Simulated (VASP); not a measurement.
HgS2: single point with PBE

Crystal: HgS2.

```
CELL_PARAMETERS angstrom
3.39690 -1.96070 0.00000
3.39690 1.96070 0.00000
-2.23978 0.00000 6.30595
ATOMIC_POSITIONS crystal
Hg 0.00000 0.00000 0.00000
S 0.73800 0.73800 0.23100
S 0.26200 0.26200 0.76900
```

- Program: VASP 6.6.1
- Task: single point
- Functional: PBE
- Potentials or basis: VASP PAW PBE potentials, release 64 (Hg, S)
- Cutoff: 520 eV
- k mesh: 6 × 6 × 4
- Occupations: gaussian, width 0.1 eV
- Spin: no spin polarisation

* Pressure: -3.9 GPa
* Largest force: 0.280 eV/Å
* Band gap on the k mesh: zero (bands 12 and 13 overlap by 0.47 eV)

Forces in eV/Å, atoms in the order of the input:
```
Hg   0.000  0.000  0.000
S   -0.050  0.000 -0.276
S    0.050  0.000  0.276
```

Stress tensor (GPa, compression positive):
```
-3.69  0.00 -0.22
 0.00 -4.36  0.00
-0.22  0.00 -3.59
```

Levels at points of the mesh, in eV from the Fermi level:
```
           k point  band 8  band 9  band 10  band 11  band 12  band 13  band 14  band 15  band 16  band 17
(0.00, 0.00, 0.00)   -3.60   -0.61    -0.51    -0.21     0.29     0.34     2.34     4.92     7.27     7.38
(0.50, 0.00, 0.00)   -4.33   -3.00    -1.72    -1.59    -0.24     0.14     2.99     6.03     8.01     8.51
(0.50, 0.50, 0.00)   -4.39   -3.23    -1.78    -1.32     0.31     0.36     2.41     5.46     7.61     7.97
(0.00, 0.00, 0.50)   -3.16   -1.30    -0.69    -0.58     0.35     0.42     3.33     5.07     7.45     7.57
(0.50, 0.00, 0.50)   -4.46   -3.25    -1.75    -1.34     0.31     0.34     2.46     5.51     7.60     7.98
(0.50, 0.50, 0.50)   -4.26   -3.02    -1.66    -1.55    -0.32     0.17     2.95     6.05     7.73     8.62
```

It took 61 s on 1 thread of AMD EPYC 7R13 Processor (Zen 3), with other jobs on the host, peak memory 0.21 GiB.

Caveat: the cell stands under tension; semilocal functionals underestimate gaps, and a narrow one can read as zero; spin-orbit coupling is left out, which moves the levels of the heavy elements; this functional lacks dispersion, which binds layers or chains, so the pressure and a relaxed spacing across them are unreliable.
